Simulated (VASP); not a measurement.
# Sc2AlAs3 (P6/mmm) in VASP: further runs

Runs on Sc2AlAs3. Level: PBE. Tasks: relaxation of cell and atoms, single point.

All numbers are computed with VASP 6.6.1; they aren't measurements. Logs are shortened: lines on timing, memory, paths and dates and some standing lists are left out, and cuts for length are marked.

## (1) The cell of the first run

The structure is hexagonal, space group P6/mmm (No. 191). Conventional cell: a = 5.078 Å, b = 5.078 Å, c = 5.549 Å, α = 90.00°, β = 90.00°, γ = 120.00°. Sc (site symmetry -6m2) has 5 As at 2.77 to 2.93 Å and 3 Sc at 2.93 Å within 3.7 Å. Al (site symmetry 6/mmm) has 8 As at 2.77 to 2.93 Å within 3.7 Å. Within 3.7 Å of As (site symmetry -6m2) lie 2 Sc at 2.77 Å and 3 As at 2.93 Å and 3 Al at 2.93 Å. Within 3.7 Å of As (site symmetry 6/mmm) lie 2 Al at 2.77 Å and 6 Sc at 2.93 Å.

The cell was generated, and may not be a known phase.

## (2) Relaxation of cell and atoms, PBE

Contents of INCAR:

```
ALGO = Fast
EDIFF = 1E-6
EDIFFG = -0.04
ENCUT = 600
GGA = PE
IBRION = 2
ISIF = 3
ISMEAR = 0
LASPH = True
LCHARG = False
LREAL = False
LWAVE = False
NELM = 80
NSW = 90
PREC = Accurate
SIGMA = 0.1
```

Contents of KPOINTS:

```
k-points
0
Gamma
  6 6 4
```

Contents of POSCAR:

```
Sc2AlAs3
1.0
    5.0776062200      0.0000000000      0.0000000000
   -2.5388031100      4.3973359700      0.0000000000
    0.0000000000      0.0000000000      5.5490417500
Sc Al As
2 1 3
Direct
    0.3333333300      0.6666666700      0.0000000000
    0.6666666700      0.3333333300      0.0000000000
    0.0000000000      0.0000000000      0.5000000000
    0.3333333300      0.6666666700      0.5000000000
    0.6666666700      0.3333333300      0.5000000000
    0.0000000000      0.0000000000      0.0000000000
```

Potentials or basis: VASP PAW PBE potentials, release 64 (Sc_sv, Al, As).

The run is started by

```console
$ cat potpaw_PBE.64/Sc_sv/POTCAR potpaw_PBE.64/Al/POTCAR potpaw_PBE.64/As/POTCAR > POTCAR
$ mpirun -np 1 vasp_std > vasp.out
```

OUTCAR:

```text
EDIFF = 1E-6
   EDIFFG = -0.04
   ENCUT = 600
   GGA = PE
   IBRION = 2
   ISIF = 3
   ISMEAR = 0
   LASPH = True
   LREAL = False
   NELM = 80
   NSW = 90
   PREC = Accurate

 ion  position               nearest neighbor table
   1  0.333  0.667  0.000-   4 2.77   4 2.77   2 2.93   6 2.93   2 2.93   6 2.93   6 2.93   2 2.93

   2  0.667  0.333  0.000-   5 2.77   5 2.77   1 2.93   1 2.93   6 2.93   6 2.93   6 2.93   1 2.93

   3  0.000  0.000  0.500-   6 2.77   6 2.77   4 2.93   5 2.93   4 2.93   5 2.93   5 2.93   4 2.93

   4  0.333  0.667  0.500-   1 2.77   1 2.77   3 2.93   3 2.93   3 2.93
   5  0.667  0.333  0.500-   2 2.77   2 2.77   3 2.93   3 2.93   3 2.93
   6  0.000  0.000  0.000-   3 2.77   3 2.77   1 2.93   2 2.93   1 2.93   2 2.93   2 2.93   1 2.93

  LATTYP: Found a hexagonal cell.
 ALAT       =     5.0776062200
 C/A-ratio  =     1.0928460203

  Lattice vectors:

 A1 = (   5.0776062200,   0.0000000000,   0.0000000000)
 A2 = (  -2.5388031100,   4.3973359700,   0.0000000000)
 A3 = (   0.0000000000,   0.0000000000,   5.5490417500)

Analysis of symmetry for initial positions (statically):
=====================================================================
 Subroutine PRICEL returns:
 Original cell was already a primitive cell.

 Routine SETGRP: Setting up the symmetry group for a
 hexagonal supercell.

 Subroutine GETGRP returns: Found 24 space group operations
 (whereof 24 operations were pure point group operations)
 out of a pool of 24 trial point group operations.

The static configuration has the point symmetry D_6h.

Analysis of symmetry for dynamics (positions and initial velocities):
=====================================================================
 Subroutine PRICEL returns:
 Original cell was already a primitive cell.

 Routine SETGRP: Setting up the symmetry group for a
 hexagonal supercell.

 Subroutine GETGRP returns: Found 24 space group operations
 (whereof 24 operations were pure point group operations)
 out of a pool of 24 trial point group operations.

The dynamic configuration has the point symmetry D_6h.

 Subroutine INISYM returns: Found 24 space group operations
 (whereof 24 operations are pure point group operations),
 and found     1 'primitive' translations

----------------------------------------------------------------------------------------

                                     Primitive cell

  volume of cell :     123.8987

  direct lattice vectors                    reciprocal lattice vectors
     5.077606220  0.000000000  0.000000000     0.196943197  0.113705208  0.000000000
    -2.538803110  4.397335970  0.000000000     0.000000000  0.227410415  0.000000000
     0.000000000  0.000000000  5.549041750     0.000000000  0.000000000  0.180211295

  length of vectors
     5.077606220  5.077606214  5.549041750     0.227410415  0.227410415  0.180211295

  position of ions in fractional coordinates (direct lattice)
     0.333333330  0.666666670  0.000000000
     0.666666670  0.333333330  0.000000000
     0.000000000  0.000000000  0.500000000
     0.333333330  0.666666670  0.500000000
     0.666666670  0.333333330  0.500000000
     0.000000000  0.000000000  0.000000000

  ion indices of the primitive-cell ions
   primitive index   ion index
                 1           1
                 2           2
                 3           3
                 4           4
                 5           5
                 6           6

----------------------------------------------------------------------------------------

 KPOINTS: k-points

Automatic generation of k-mesh.
 Grid dimensions read from file:
 generate k-points for:    6    6    4

 Generating k-lattice:

  Cartesian coordinates                     Fractional coordinates (reciprocal lattice)
     0.032823866  0.018950868  0.000000000     0.166666667 -0.000000000  0.000000000
     0.000000000  0.037901736  0.000000000     0.000000000  0.166666667  0.000000000
     0.000000000  0.000000000  0.045052824     0.000000000  0.000000000  0.250000000

  Length of vectors
     0.037901736  0.037901736  0.045052824

  Shift w.r.t. Gamma in fractional coordinates (k-lattice)
     0.000000000  0.000000000  0.000000000

 Subroutine IBZKPT returns following result:
 ===========================================

 Found     21 irreducible k-points:

 Following reciprocal coordinates:
            Coordinates               Weight
  0.000000  0.000000  0.000000      1.000000
  0.166667 -0.000000  0.000000      6.000000
  0.333333 -0.000000  0.000000      6.000000
  0.500000 -0.000000  0.000000      3.000000
  0.166667  0.166667  0.000000      6.000000
  0.333333  0.166667  0.000000     12.000000
[... 13 lines left out ...]
  0.333333  0.166667  0.500000     12.000000
  0.333333  0.333333  0.500000      2.000000
   k-points           NKPTS =     21   k-points in BZ     NKDIM =     21   number of bands    NBANDS=     24
   number of dos      NEDOS =    301   number of ions     NIONS =      6
   total plane-waves  NPLWV =  84672
   dimension x,y,z NGX =    42 NGY =   42 NGZ =   48
   dimension x,y,z NGXF=    84 NGYF=   84 NGZF=   96
   ions per type =               2   1   3
   NGX,Y,Z   is equivalent  to a cutoff of  13.75, 13.75, 14.38 a.u.
   NGXF,Y,Z  is equivalent  to a cutoff of  27.50, 27.50, 28.76 a.u.
 SYSTEM =  unknown system
   PREC   = accura    normal or accurate (medium, high low for compatibility)
   ISTART =      0    job   : 0-new  1-cont  2-samecut
   ICHARG =      2    charge: 1-file 2-atom 10-const
   ISPIN  =      1    spin polarized calculation?
   LNONCOLLINEAR =      F non collinear calculations
   LSORBIT =      F    spin-orbit coupling
   LASPH  =      T    aspherical Exc in radial PAW
   ENCUT  =  600.0 eV  44.10 Ry    6.64 a.u.  10.14 10.14 11.08*2*pi/ulx,y,z
   NELM   =     80;   NELMIN=  2; NELMDL= -5     # of ELM steps
   EDIFF  = 0.1E-05   stopping-criterion for ELM
   LREAL  =      F    real-space projection
   EDIFFG = -.4E-01   stopping-criterion for IOM
   NSW    =     90    number of steps for IOM
   IBRION =      2    ionic relax: 0-MD 1-quasi-New 2-CG
   NFREE  =      1    steps in history (QN), initial steepest desc. (CG)
   ISIF   =      3    stress and relaxation
   ISYM   =      2    0-nonsym 1-usesym 2-fastsym
   POTIM  = 0.5000    time-step for ionic-motion
   TEBEG  =    0.0;   TEEND  =   0.0 temperature during run
   PSTRESS=    0.0 pullay stress
   NELECT =      40.0000    total number of electrons
   NUPDOWN=      -1.0000    fix difference up-down
   EMIN   =  10.00;   EMAX   =-10.00  energy-range for DOS
   EFERMI =   0.00;   METHOD = LEGACY
   ISMEAR =     0;   SIGMA  =   0.10  broadening in eV -4-tet -1-fermi 0-gaus
   EFERMI_NEDOS =   21; number of points for ismear=-14 and -15
   IALGO  =     68    algorithm
   IMIX   =      4    mixing-type and parameters
     AMIX     =   0.40;   BMIX     =  1.00
     AMIX_MAG =   1.60;   BMIX_MAG =  1.00
  volume/ion in A,a.u.               =      20.65       139.35
  Fermi-wavevector in a.u.,A,eV,Ry     =   1.123068  2.122290 17.160771  1.261281
  Thomas-Fermi vector in A             =   2.259732
   LORBIT       =      0    0 simple, 1 ext, 2 COOP (PROOUT), +10 PAW based schemes
   GGA     = PE    functional components
   LHFCALC =     F    Hartree Fock is set to
   AEXX    =    0.0000 exact exchange contribution
   IVDW    =     0    specifies the selected vdW correction
   LEPSILON=     F    determine dielectric tensor
   LRPA    =     F    only Hartree local field effects (RPA)
 conjugate gradient relaxation of ions
 non-spin polarized calculation
 RMM-DIIS sequential band-by-band and
 Gauss-broadening in eV      SIGMA  =   0.10
  energy-cutoff  :      600.00
  volume of cell :      123.90
 maximum number of plane-waves:      4176
 NGX is ok and might be reduce to    42
   NGX = 21   NGY = 21   NGZ = 23

--------------------------------------- Ionic step        1  -------------------------------------------

 number of electron      39.9999990 magnetization

 Free energy of the ion-electron system (eV)
  ---------------------------------------------------
  ext. energy  EPLUGINS =         0.00000000
  ---------------------------------------------------
  free energy    TOTEN  =       -31.89619953 eV

  energy without entropy =      -31.85386239  energy(sigma->0) =      -31.87503096

------------------------ aborting loop because EDIFF is reached ----------------------------------------

  FORCE on cell =-STRESS in cart. coord.  units (eV):
  Direction    XX          YY          ZZ          XY          YZ          ZX
  --------------------------------------------------------------------------------------
  -------------------------------------------------------------------------------------
  Total       -0.7203829     -0.7203829     -1.4283567      0.0000000     -0.0000000      0.0000000
  in kB       -9.3155250     -9.3155250    -18.4705833      0.0000000     -0.0000000      0.0000000
  external PRESSURE =     -12.3672111 kB  Pullay stress =       0.0000000 kB

 VOLUME and BASIS-vectors are now :
 -----------------------------------------------------------------------------
  energy-cutoff  :      600.00
  volume of cell :      123.90
      direct lattice vectors                 reciprocal lattice vectors
     5.077606220  0.000000000  0.000000000     0.196943197  0.113705208  0.000000000
    -2.538803110  4.397335970  0.000000000     0.000000000  0.227410415  0.000000000
     0.000000000  0.000000000  5.549041750     0.000000000  0.000000000  0.180211295
[... 41 lines left out ...]
 POSITION                                       TOTAL-FORCE (eV/Angst)
 -----------------------------------------------------------------------------------
     -0.00000      2.91458      5.48531        -0.000000     -0.000000     -0.000000
      2.52410      1.45729      0.00000         0.000000      0.000000      0.000000
      5.04820     -0.00000      2.74266        -0.000000      0.000000      0.000000
     -0.00000      2.91458      2.74266         0.000000     -0.000000      0.000000
      2.52410      1.45729      2.74266        -0.000000      0.000000     -0.000000
      5.04820      0.00000      0.00000        -0.000000      0.000000      0.000000
 -----------------------------------------------------------------------------------
    total drift:                                0.000000     -0.000000     -0.000000

  FREE ENERGIE OF THE ION-ELECTRON SYSTEM (eV)
  ---------------------------------------------------
  free  energy   TOTEN  =       -31.9066492334 eV

  energy  without entropy=      -31.8650940615  energy(sigma->0) =      -31.88587165

--------------------------------------- Ionic step        3  -------------------------------------------

 number of electron      39.9999997 magnetization

 Free energy of the ion-electron system (eV)
  ---------------------------------------------------
  ext. energy  EPLUGINS =         0.00000000
  ---------------------------------------------------
  free energy    TOTEN  =       -31.90705005 eV

  energy without entropy =      -31.86527893  energy(sigma->0) =      -31.88616449

 E-fermi :   5.7499     XC(G=0): -10.2859

 val. band max:        5.7480355856   @ k =   0.1667  -0.0000   0.2500
 cond. band min:       5.7607296311   @ k =   0.1667   0.1667   0.0000
 fundamental gap:      0.0126940455
 Fermi energy:         5.7499065787

 k-point     1 :       0.0000    0.0000    0.0000
  band No.  band energies     occupation
      1     -44.1537      2.00000
      2     -44.0416      2.00000
      3     -22.9944      2.00000
      4     -22.9944      2.00000
      5     -22.7806      2.00000
      6     -22.6768      2.00000
[... 16 lines left out ...]
     23       5.9356      0.00862
     24       6.3200      0.00000
[... 560 lines left out ...]
 POSITION                                       TOTAL-FORCE (eV/Angst)
 -----------------------------------------------------------------------------------
     -0.00000      2.91721      0.00000        -0.000000      0.000000     -0.000000
      2.52638      1.45861      0.00000         0.000000      0.000000      0.000000
     -2.52638      4.37582      2.74760        -0.000000     -0.000000     -0.000000
     -0.00000      2.91721      2.74760        -0.000000     -0.000000      0.000000
      2.52638      1.45861      2.74760         0.000000      0.000000     -0.000000
     -2.52638      4.37582      0.00000        -0.000000      0.000000     -0.000000
 -----------------------------------------------------------------------------------
    total drift:                                0.000000     -0.000000     -0.000000

  FREE ENERGIE OF THE ION-ELECTRON SYSTEM (eV)
  ---------------------------------------------------
  free  energy   TOTEN  =       -31.9070500549 eV

  energy  without entropy=      -31.8652789336  energy(sigma->0) =      -31.88616449

 reached required accuracy - stopping structural energy minimisation
```

Wall time 4 min (1 thread of Oxide Virtual Turin-like, shared host); peak memory 0.31 GiB.

What came out:

```yaml
Free_energy: -31.9071 eV
Relaxed_volume: 20.25 Å³/atom
Relaxed_cell: a = 5.053 Å, b = 5.053 Å, c = 5.495 Å, α = 90.00°, β = 90.00°, γ = 120.00°
Space_group_after_relaxing_to_0.1_Å: P6/mmm (No. 191)
Energy_gained_by_relaxing: 1.8 meV/atom
Ionic_steps: 3
Pressure_after_relaxing: 0.1 GPa
Band_gap_on_the_k_mesh: zero (bands 20 and 21 overlap by 0.50 eV)
```

Stress tensor (GPa, compression positive):
```
 0.14  0.00  0.00
 0.00  0.14  0.00
 0.00  0.00 -0.12
```

The path:
| step | energy change (eV) | largest force (eV/Å) | pressure (GPa) | volume (Å³) |
| --- | --- | --- | --- | --- |
| 1 | 0.0000 | 0.0000 | -1.24 | 123.90 |
| 2 | -0.0104 | 0.0000 | 0.32 | 121.06 |
| 3 | -0.0109 | 0.0000 | 0.05 | 121.50 |

Final structure:
```
Sc Al As
1.0
     5.05276    0.00000    0.00000
    -2.52638    4.37582    0.00000
     0.00000    0.00000    5.49520
Sc Al As
2 1 3
Direct
  0.33333 0.66667 0.00000
  0.66667 0.33333 0.00000
  0.00000 0.00000 0.50000
  0.33333 0.66667 0.50000
  0.66667 0.33333 0.50000
  0.00000 0.00000 0.00000
```

## (3) Single point, PBE, collinear spin

This run uses another cell than the first one, of 20.22 Å³/atom.

Contents of INCAR:

```
SYSTEM = Sc2AlAs3
PREC = Accurate
ENCUT = 520
EDIFF = 1E-6
ISMEAR = 0
SIGMA = 0.1
LREAL = .False.
LASPH = .True.
NELM = 150
ALGO = Fast
ISIF = 2
LWAVE = .False.
LCHARG = .False.
ISPIN = 2
MAGMOM = 1 1 0 0 0 0
LORBIT = 11
LMAXMIX = 4
GGA = PE
NBANDS = 33
```

Contents of KPOINTS:

```
regular mesh
0
Gamma
  6 6 4
  0 0 0
```

Contents of POSCAR:

```
Sc2AlAs3
1.0
    5.0510373441      0.0000000000      0.0000000000
   -2.5255186721      4.3743266555      0.0000000000
    0.0000000000      0.0000000000      5.4898084188
Sc Al As
2 1 3
Direct
    0.3333333333      0.6666666667      0.0000000000
    0.6666666667      0.3333333333      0.0000000000
    0.0000000000      0.0000000000      0.5000000000
    0.3333333333      0.6666666667      0.5000000000
    0.6666666667      0.3333333333      0.5000000000
    0.0000000000      0.0000000000      0.0000000000
```

Potentials or basis: VASP PAW PBE potentials, release 64 (Sc_sv, Al, As).

The run is started by

```console
$ cat potpaw_PBE.64/Sc_sv/POTCAR potpaw_PBE.64/Al/POTCAR potpaw_PBE.64/As/POTCAR > POTCAR
$ mpirun -np 1 vasp_std > vasp.out
```

Wall time 2.9 min (1 thread of Oxide Virtual Turin-like, shared host); peak memory 0.33 GiB.

The run converged. Its results:

| Property | Result |
| --- | --- |
| Free energy | -31.9492 eV |
| Pressure | 0.6 GPa |
| Net moment | 1.61 μB per cell |
| Site moments | Sc +0.57; Al +0.02; As +0.00, -0.04 (each value once) μB |
| Valence electrons inside the program's atomic spheres | Sc 9.49; Al 0.70; As 2.73, 2.80 (each value once) |

Stress tensor (GPa, compression positive):
```
0.62 0.00 0.00
0.00 0.62 0.00
0.00 0.00 0.54
```

Levels at points of the mesh, in eV from the Fermi level:
Spin up:
| k point | band 17 | band 18 | band 19 | band 20 | band 21 | band 22 | band 23 | band 24 | band 25 | band 26 |
| --- | --- | --- | --- | --- | --- | --- | --- | --- | --- | --- |
| (0.00, 0.00, 0.00) | -2.00 | -1.03 | -1.03 | -0.98 | 0.07 | 0.08 | 0.08 | 0.31 | 0.62 | 0.62 |
| (0.50, 0.00, 0.00) | -2.26 | -1.08 | -0.93 | -0.55 | 0.35 | 0.61 | 1.24 | 1.30 | 1.63 | 2.01 |
| (0.00, 0.00, 0.50) | -3.28 | -2.25 | -2.25 | -1.71 | 0.07 | 0.23 | 0.23 | 1.35 | 1.35 | 1.51 |
| (0.50, 0.00, 0.50) | -2.37 | -0.81 | -0.68 | -0.08 | 0.01 | 0.62 | 0.97 | 1.06 | 2.03 | 2.22 |
Spin down:
```
           k point  band 17  band 18  band 19  band 20  band 21  band 22
(0.00, 0.00, 0.00)    -1.86    -0.97    -0.92    -0.92     0.08     0.50
(0.50, 0.00, 0.00)    -2.11    -1.04    -0.18    -0.01     0.67     1.31
(0.00, 0.00, 0.50)    -3.10    -2.18    -2.18    -1.62     0.94     1.24
(0.50, 0.00, 0.50)    -2.14    -0.81     0.13     0.17     0.91     0.96
```
